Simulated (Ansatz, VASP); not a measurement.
## One calculation of HfO2, two programs

```xyz
12
Lattice="5.1394 0.0000 0.0000 0.0000 4.9277 0.0000 0.0000 0.0000 4.9560" Properties=species:S:1:pos:R:3 pbc="T T T"
Hf    0.1671    1.3158    1.1948
Hf    2.4026    1.3158    3.6728
Hf    2.7368    3.6119    1.1948
Hf    4.9723    3.6119    3.6728
O     1.8863    0.3450    1.8871
O     0.6834    0.3450    4.3651
O     3.7629    2.2721    2.4341
O     3.9462    2.2721    4.9121
O     1.3765    2.6556    4.9121
O     1.1932    2.6556    2.4341
O     4.4560    4.5827    1.8871
O     3.2531    4.5827    4.3651
```

Alike in both runs: task single point; functional r2SCAN; k mesh 4 × 4 × 4; no spin polarisation.

|  | VASP | Ansatz |
| --- | --- | --- |
| version | VASP 6.6.1 | Ansatz 0.2.0 |
| potentials or method | VASP PAW PBE potentials, release 64 (Hf_pv, O) | plane waves, PAW |
| plane-wave cutoff (eV) | 520 | 500 |
| occupations | gaussian, width 0.01 eV | fixed |
| valence electrons in the cell | 88 | 152 |

|  | VASP | Ansatz | Ansatz less VASP |
| --- | --- | --- | --- |
| gap on the k mesh at the Fermi level (eV) | 5.18 | 5.22 | +0.043 |
| pressure (GPa) | 14.6 | 18.6 | +3.95 |
| traceless stress, the component that is largest in VASP (GPa) | 0.81 | 0.82 | +0.018 |
| rms of the force components (eV/Å) | 0.109 | 0.133 | +0.0246 |

VASP's potentials were made for PBE, not for r2SCAN. Atom by atom the forces differ by 0.034 eV/Å (rms over components). VASP's potentials hold 88 valence electrons a cell and Ansatz's 152, so a difference there can come from the potentials and not from the codes.

Spin-orbit coupling is off throughout.
